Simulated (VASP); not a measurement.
**ZnO: single point with r2SCAN**

The system is ZnO.

```
Zn O
1.0
     0.00000    2.13377    2.13377
     2.00788    0.00000    2.13377
     2.00788    2.13377    0.00000
Zn O
1 1
Cartesian
  0.0000 0.0000 0.0000
  2.0079 2.1338 2.1338
```

This cell differs from its parent crystal: uniaxial x strain -5.9%.

```json
{"Program": "VASP 6.6.1", "Task": "single point", "Functional": "r2SCAN", "Potentials or basis": "VASP PAW PBE potentials, release 64 (Zn, O)", "Cutoff": "520 eV", "k mesh": "10 × 10 × 10", "Occupations": "gaussian, width 0.01 eV", "Spin": "no spin polarisation", "Dipole correction": "no", "Further INCAR settings": "ALGO = Normal; EDIFF = 1e-06; NBANDS = 16"}
```

```json
{"Pressure": "16.6 GPa", "Band gap on the k mesh": "1.69 eV, indirect (least direct gap 3.50 eV)"}
```

Stress tensor (GPa, compression positive):
```
24.37  0.00  0.00
 0.00 12.64  0.00
 0.00  0.00 12.64
```

Levels at points of the mesh, in eV from the valence-band top:
```
           k point  band 7  band 8  band 9  band 10  band 11  band 12
(0.00, 0.00, 0.00)   -2.15   -1.81   -1.81     1.69    18.94    18.94
(0.50, 0.00, 0.00)   -3.89   -0.40    0.00     6.05    10.46    13.24
(0.50, 0.50, 0.00)   -4.29   -3.70   -3.10     5.19    11.60    12.18
(0.00, 0.50, 0.50)   -4.16   -3.65   -3.65     5.10    11.33    12.52
```

It took 4.7 min on 1 thread of AMD EPYC 7R13, on a shared host, peak memory 0.13 GiB.

Caveat: the cell differs from its parent crystal (uniaxial x strain -5.9%); the PAW data sets were made with another functional, which shifts forces and pressure a little. A k mesh can miss the band edges.
